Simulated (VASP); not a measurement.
# SiPd3Pt (P6/mmm) in VASP: further runs

Runs on SiPd3Pt. Level: PBE. Tasks: single point, relaxation of cell and atoms.

All numbers are computed with VASP 6.6.1; they aren't measurements. Logs are shortened: lines on timing, memory, paths and dates and some standing lists are left out, and cuts for length are marked.

### 1 The cell of the first run

It takes space group P6/mmm (No. 191, hexagonal). Conventional cell: a = 4.175 Å, b = 4.175 Å, c = 4.808 Å, α = 90.00°, β = 90.00°, γ = 120.00°. Si (site symmetry 6/mmm) has 6 Pd at 2.09 Å and 2 Pt at 2.40 Å within 2.8 Å. Within 2.8 Å of Pd (site symmetry mmm) lie 4 Pd at 2.09 Å and 2 Si at 2.09 Å. Within 3.2 Å of Pt (site symmetry 6/mmm) lie 2 Si at 2.40 Å and 12 Pd at 3.18 Å.

The cell was built from a structure type or drawn by symmetry, and may not be a known phase.

### 2 Single point, PBE

INCAR reads:

```
  ALGO = Fast
  EDIFF = 1E-7
  ENCUT = 520
  GGA = PE
  ISIF = 2
  ISMEAR = 0
  LASPH = T
  LCHARG = T
  LELF = T
  LREAL = F
  LVHAR = T
  LWAVE = F
  NBANDS = 30
  NELM = 100
  PREC = Accurate
  SIGMA = 0.1
```

KPOINTS reads:

```
k-points
0
Gamma
  6 6 4
```

POSCAR reads:

```
SiPd3Pt
1.0
    4.1745812700      0.0000000000      0.0000000000
   -2.0872906400      3.6152934300      0.0000000000
    0.0000000000      0.0000000000      4.8078930800
Si Pd Pt
1 3 1
Direct
    0.0000000000      0.0000000000      0.0000000000
    0.5000000000      0.0000000000      0.0000000000
    0.0000000000      0.5000000000      0.0000000000
    0.5000000000      0.5000000000      0.0000000000
    0.0000000000      0.0000000000      0.5000000000
```

Potentials or basis: VASP PAW PBE potentials, release 64 (Si, Pd, Pt).

Launch:

```sh
$ cat potpaw_PBE.64/Si/POTCAR potpaw_PBE.64/Pd/POTCAR potpaw_PBE.64/Pt/POTCAR > POTCAR
$ mpirun -np 1 vasp_std > vasp.out
```

OUTCAR:

```text
EDIFF = 1E-7
   ENCUT = 520
   GGA = PE
   ISIF = 2
   ISMEAR = 0
   LASPH = T
   LREAL = F
   NELM = 100
   PREC = Accurate

 ion  position               nearest neighbor table
   1  0.000  0.000  0.000-   4 2.09   4 2.09   2 2.09   2 2.09   3 2.09   3 2.09   5 2.40   5 2.40

   2  0.500  0.000  0.000-   3 2.09   3 2.09   1 2.09   1 2.09   4 2.09   4 2.09   5 3.18   5 3.18
                             5 3.18   5 3.18
   3  0.000  0.500  0.000-   2 2.09   2 2.09   4 2.09   4 2.09   1 2.09   1 2.09   5 3.18   5 3.18
                             5 3.18   5 3.18
   4  0.500  0.500  0.000-   1 2.09   1 2.09   3 2.09   3 2.09   2 2.09   2 2.09   5 3.18   5 3.18
                             5 3.18   5 3.18
   5  0.000  0.000  0.500-   1 2.40   1 2.40   4 3.18   4 3.18   4 3.18   4 3.18   2 3.18   2 3.18
                             2 3.18   2 3.18   3 3.18   3 3.18   3 3.18   3 3.18

  LATTYP: Found a hexagonal cell.
 ALAT       =     4.1745812700
 C/A-ratio  =     1.1517066669

  Lattice vectors:

 A1 = (   4.1745812700,   0.0000000000,   0.0000000000)
 A2 = (  -2.0872906400,   3.6152934300,   0.0000000000)
 A3 = (   0.0000000000,   0.0000000000,   4.8078930800)

Analysis of symmetry for initial positions (statically):
=====================================================================
 Subroutine PRICEL returns:
 Original cell was already a primitive cell.

 Routine SETGRP: Setting up the symmetry group for a
 hexagonal supercell.

 Subroutine GETGRP returns: Found 24 space group operations
 (whereof 24 operations were pure point group operations)
 out of a pool of 24 trial point group operations.

The static configuration has the point symmetry D_6h.

Analysis of symmetry for dynamics (positions and initial velocities):
=====================================================================
 Subroutine PRICEL returns:
 Original cell was already a primitive cell.

 Routine SETGRP: Setting up the symmetry group for a
 hexagonal supercell.

 Subroutine GETGRP returns: Found 24 space group operations
 (whereof 24 operations were pure point group operations)
 out of a pool of 24 trial point group operations.

The dynamic configuration has the point symmetry D_6h.

 Subroutine INISYM returns: Found 24 space group operations
 (whereof 24 operations are pure point group operations),
 and found     1 'primitive' translations

----------------------------------------------------------------------------------------

                                     Primitive cell

  volume of cell :      72.5623

  direct lattice vectors                    reciprocal lattice vectors
     4.174581270  0.000000000  0.000000000     0.239544983  0.138301361  0.000000000
    -2.087290640  3.615293430  0.000000000     0.000000000  0.276602721  0.000000000
     0.000000000  0.000000000  4.807893080     0.000000000  0.000000000  0.207991314

  length of vectors
     4.174581270  4.174581273  4.807893080     0.276602721  0.276602721  0.207991314

  position of ions in fractional coordinates (direct lattice)
     0.000000000  0.000000000  0.000000000
     0.500000000  0.000000000  0.000000000
     0.000000000  0.500000000  0.000000000
     0.500000000  0.500000000  0.000000000
     0.000000000  0.000000000  0.500000000

  ion indices of the primitive-cell ions
   primitive index   ion index
                 1           1
                 2           2
                 3           3
                 4           4
                 5           5

----------------------------------------------------------------------------------------

 KPOINTS: k-points

Automatic generation of k-mesh.
 Grid dimensions read from file:
 generate k-points for:    6    6    4

 Generating k-lattice:

  Cartesian coordinates                     Fractional coordinates (reciprocal lattice)
     0.039924164  0.023050227  0.000000000     0.166666667  0.000000000  0.000000000
     0.000000000  0.046100454  0.000000000     0.000000000  0.166666667  0.000000000
     0.000000000  0.000000000  0.051997829     0.000000000  0.000000000  0.250000000

  Length of vectors
     0.046100454  0.046100454  0.051997829

  Shift w.r.t. Gamma in fractional coordinates (k-lattice)
     0.000000000  0.000000000  0.000000000

 Subroutine IBZKPT returns following result:
 ===========================================

 Found     21 irreducible k-points:

 Following reciprocal coordinates:
            Coordinates               Weight
  0.000000  0.000000  0.000000      1.000000
  0.166667  0.000000  0.000000      6.000000
  0.333333  0.000000  0.000000      6.000000
  0.500000  0.000000  0.000000      3.000000
  0.166667  0.166667  0.000000      6.000000
  0.333333  0.166667  0.000000     12.000000
[... 13 lines left out ...]
  0.333333  0.166667  0.500000     12.000000
  0.333333  0.333333  0.500000      2.000000
   k-points           NKPTS =     21   k-points in BZ     NKDIM =     21   number of bands    NBANDS=     30
   number of dos      NEDOS =    301   number of ions     NIONS =      5
   total plane-waves  NPLWV =  36864
   dimension x,y,z NGX =    32 NGY =   32 NGZ =   36
   dimension x,y,z NGXF=    64 NGYF=   64 NGZF=   72
   ions per type =               1   3   1
   NGX,Y,Z   is equivalent  to a cutoff of  12.74, 12.74, 12.45 a.u.
   NGXF,Y,Z  is equivalent  to a cutoff of  25.49, 25.49, 24.90 a.u.
 SYSTEM =  unknown system
   PREC   = accura    normal or accurate (medium, high low for compatibility)
   ISTART =      0    job   : 0-new  1-cont  2-samecut
   ICHARG =      2    charge: 1-file 2-atom 10-const
   ISPIN  =      1    spin polarized calculation?
   LNONCOLLINEAR =      F non collinear calculations
   LSORBIT =      F    spin-orbit coupling
   LASPH  =      T    aspherical Exc in radial PAW
   ENCUT  =  520.0 eV  38.22 Ry    6.18 a.u.   7.76  7.76  8.94*2*pi/ulx,y,z
   NELM   =    100;   NELMIN=  2; NELMDL= -5     # of ELM steps
   EDIFF  = 0.1E-06   stopping-criterion for ELM
   LREAL  =      F    real-space projection
   EDIFFG = 0.1E-05   stopping-criterion for IOM
   NSW    =      0    number of steps for IOM
   IBRION =     -1    ionic relax: 0-MD 1-quasi-New 2-CG
   NFREE  =      0    steps in history (QN), initial steepest desc. (CG)
   ISIF   =      2    stress and relaxation
   ISYM   =      2    0-nonsym 1-usesym 2-fastsym
   POTIM  = 0.5000    time-step for ionic-motion
   TEBEG  =    0.0;   TEEND  =   0.0 temperature during run
   PSTRESS=    0.0 pullay stress
   NELECT =      44.0000    total number of electrons
   NUPDOWN=      -1.0000    fix difference up-down
   EMIN   =  10.00;   EMAX   =-10.00  energy-range for DOS
   EFERMI =   0.00;   METHOD = LEGACY
   ISMEAR =     0;   SIGMA  =   0.10  broadening in eV -4-tet -1-fermi 0-gaus
   EFERMI_NEDOS =   21; number of points for ismear=-14 and -15
   IALGO  =     68    algorithm
   IMIX   =      4    mixing-type and parameters
     AMIX     =   0.40;   BMIX     =  1.00
     AMIX_MAG =   1.60;   BMIX_MAG =  1.00
  volume/ion in A,a.u.               =      14.51        97.93
  Fermi-wavevector in a.u.,A,eV,Ry     =   1.385656  2.618509 26.123749  1.920041
  Thomas-Fermi vector in A             =   2.510045
   LORBIT       =      0    0 simple, 1 ext, 2 COOP (PROOUT), +10 PAW based schemes
   GGA     = PE    functional components
   LHFCALC =     F    Hartree Fock is set to
   AEXX    =    0.0000 exact exchange contribution
   IVDW    =     0    specifies the selected vdW correction
   LEPSILON=     F    determine dielectric tensor
   LRPA    =     F    only Hartree local field effects (RPA)
 non-spin polarized calculation
 RMM-DIIS sequential band-by-band and
 Gauss-broadening in eV      SIGMA  =   0.10
  energy-cutoff  :      520.00
  volume of cell :       72.56
 maximum number of plane-waves:      2010
 NGX is ok and might be reduce to    32
   NGX = 15   NGY = 15   NGZ = 17

 number of electron      43.9999987 magnetization

 Free energy of the ion-electron system (eV)
  ---------------------------------------------------
  ext. energy  EPLUGINS =         0.00000000
  ---------------------------------------------------
  free energy    TOTEN  =        -8.19590056 eV

  energy without entropy =       -8.17670910  energy(sigma->0) =       -8.18630483

 E-fermi :  10.5772     XC(G=0): -12.2907

 val. band max:       10.5371581462   @ k =   0.3333   0.3333   0.5000
 cond. band min:      10.5892473375   @ k =   0.3333   0.0000   0.2500
 fundamental gap:      0.0520891913
 Fermi energy:        10.5771720751

 k-point     1 :       0.0000    0.0000    0.0000
  band No.  band energies     occupation
      1      -3.5674      2.00000
      2      -0.3613      2.00000
      3       0.6820      2.00000
      4       0.6820      2.00000
      5       2.0428      2.00000
      6       3.3872      2.00000
[... 22 lines left out ...]
     29      20.0303      0.00000
     30      20.0303      0.00000

 k-point     2 :       0.1667    0.0000    0.0000
  band No.  band energies     occupation
      1      -3.1716      2.00000
      2       0.1058      2.00000
      3       0.8290      2.00000
      4       1.1725      2.00000
      5       2.3079      2.00000
      6       3.2733      2.00000
[... 22 lines left out ...]
     29      19.6831      0.00000
     30      19.9769      0.00000

 k-point     3 :       0.3333    0.0000    0.0000
  band No.  band energies     occupation
      1      -2.0560      2.00000
      2       0.6375      2.00000
      3       1.3784      2.00000
      4       2.4949      2.00000
      5       2.7864      2.00000
      6       3.3351      2.00000
[... 22 lines left out ...]
     29      19.3662      0.00000
     30      19.7685      0.00000

 k-point     4 :       0.5000    0.0000    0.0000
  band No.  band energies     occupation
      1      -0.8787      2.00000
      2       0.3226      2.00000
      3       1.0810      2.00000
      4       2.7811      2.00000
      5       3.7885      2.00000
      6       3.9464      2.00000
[... 517 lines left out ...]
     29      18.6842      0.00000
     30      21.0159      0.00000

 k-point    20 :       0.3333    0.1667    0.5000
  band No.  band energies     occupation
      1      -0.6585      2.00000
      2       1.0316      2.00000
      3       1.6723      2.00000
      4       1.9887      2.00000
      5       2.5935      2.00000
      6       3.4594      2.00000
[... 22 lines left out ...]
     29      19.5693      0.00000
     30      20.9273      0.00000

 k-point    21 :       0.3333    0.3333    0.5000
  band No.  band energies     occupation
      1       0.4573      2.00000
      2       1.4339      2.00000
      3       1.4339      2.00000
      4       1.9148      2.00000
      5       2.3423      2.00000
      6       3.5466      2.00000
[... 22 lines left out ...]
     29      19.7228      0.00000
     30      20.9235      0.00000

------------------------ aborting loop because EDIFF is reached ----------------------------------------

  FORCE on cell =-STRESS in cart. coord.  units (eV):
  Direction    XX          YY          ZZ          XY          YZ          ZX
  --------------------------------------------------------------------------------------
  -------------------------------------------------------------------------------------
  Total      103.8589564    103.8589564     -3.0745549     -0.0000001     -0.0000000      0.0000000
  in kB     2293.2070245   2293.2070245    -67.8862093     -0.0000032     -0.0000000      0.0000000
  external PRESSURE =    1506.1759465 kB  Pullay stress =       0.0000000 kB

 VOLUME and BASIS-vectors are now :
 -----------------------------------------------------------------------------
  energy-cutoff  :      520.00
  volume of cell :       72.56
      direct lattice vectors                 reciprocal lattice vectors
     4.174581270  0.000000000  0.000000000     0.239544983  0.138301361  0.000000000
    -2.087290640  3.615293430  0.000000000     0.000000000  0.276602721  0.000000000
     0.000000000  0.000000000  4.807893080     0.000000000  0.000000000  0.207991314

 POSITION                                       TOTAL-FORCE (eV/Angst)
 -----------------------------------------------------------------------------------
      0.00000      0.00000      0.00000         0.000000      0.000000      0.000000
      2.08729      0.00000      0.00000         0.000000      0.000000      0.000000
     -1.04365      1.80765      0.00000        -0.000000      0.000000      0.000000
      1.04365      1.80765      0.00000         0.000000      0.000000      0.000000
      0.00000      0.00000      2.40395         0.000000      0.000000      0.000000
 -----------------------------------------------------------------------------------
    total drift:                               -0.000000     -0.000000     -0.000000

  FREE ENERGIE OF THE ION-ELECTRON SYSTEM (eV)
  ---------------------------------------------------
  free  energy   TOTEN  =        -8.1959005623 eV

  energy  without entropy=       -8.1767090999  energy(sigma->0) =       -8.18630483
```

Run time: 22 s. Hardware: 1 thread of Intel Xeon 6975P-C (Granite Rapids), shared host; peak memory 0.21 GiB.

What came out:

* Free energy: -8.1959 eV
* Pressure: 150.6 GPa
* Band gap on the k mesh: zero (bands 22 and 23 overlap by 1.05 eV)

Levels at points of the mesh, in eV from the Fermi level:
```
           k point  band 18  band 19  band 20  band 21  band 22  band 23  band 24  band 25  band 26  band 27
(0.00, 0.00, 0.00)    -1.33    -1.33    -0.43    -0.43    -0.17    -0.17     2.30     3.33     5.54     5.91
(0.50, 0.00, 0.00)    -1.85    -1.67    -1.39    -1.38    -0.44     1.66     2.47     2.87     4.65     5.81
(0.00, 0.00, 0.50)    -1.38    -1.35    -0.26    -0.26     0.83     0.83     3.33     5.71     6.31     7.01
(0.50, 0.00, 0.50)    -2.09    -1.20    -0.48    -0.42    -0.09    -0.07     0.38     1.89     5.62     5.83
```

Caveat: the cell stands under pressure; spin-orbit coupling is left out, which moves the levels of the heavy elements.

(Continued in part 2 of 2.)
